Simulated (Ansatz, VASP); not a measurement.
**GaGe3: VASP beside Ansatz**

```
Ge Ga
1.0
     0.00000    3.38717    3.38717
     3.38717    0.00000    3.38717
     3.38717    3.38717    0.00000
Ge Ga
3 1
Cartesian
  3.3872 3.3872 3.3872
  5.0808 5.0808 5.0808
  1.6936 1.6936 1.6936
  0.0000 0.0000 0.0000
```

Alike in both runs: task relaxation of cell and atoms; functional PBEsol; k mesh 7 × 7 × 7; occupations fermi-dirac, width 0.05 eV; no spin polarisation.

|  | VASP | Ansatz |
| --- | --- | --- |
| version | VASP 6.6.1 | Ansatz 0.2.0 |
| potentials or method | VASP PAW PBE potentials, release 64 (Ge_d, Ga_d) | Ansatz PAW |
| plane-wave cutoff (eV) | 600 | 420 |
| valence electrons in the cell | 55 | 55 |

Ansatz gave:

* gap on the k mesh at the Fermi level, each at its own relaxed structure (eV): none
* relaxed volume (Å³/atom): 18.28
* relaxed cell length with the largest relative difference (Å): 4.694

Question: Which values does VASP return?

Answer: gap on the k mesh at the Fermi level, each at its own relaxed structure (eV): none; relaxed volume (Å³/atom): 18.33; relaxed cell length with the largest relative difference (Å): 4.698.

VASP's potentials were made for PBE, not for PBEsol. A gap of «none» marks a metal or a gap that the smearing closes.

Noted on Ansatz's run: the plane-wave basis is chosen anew once the cell has moved, so the energies of steps on either side of that aren't comparable.
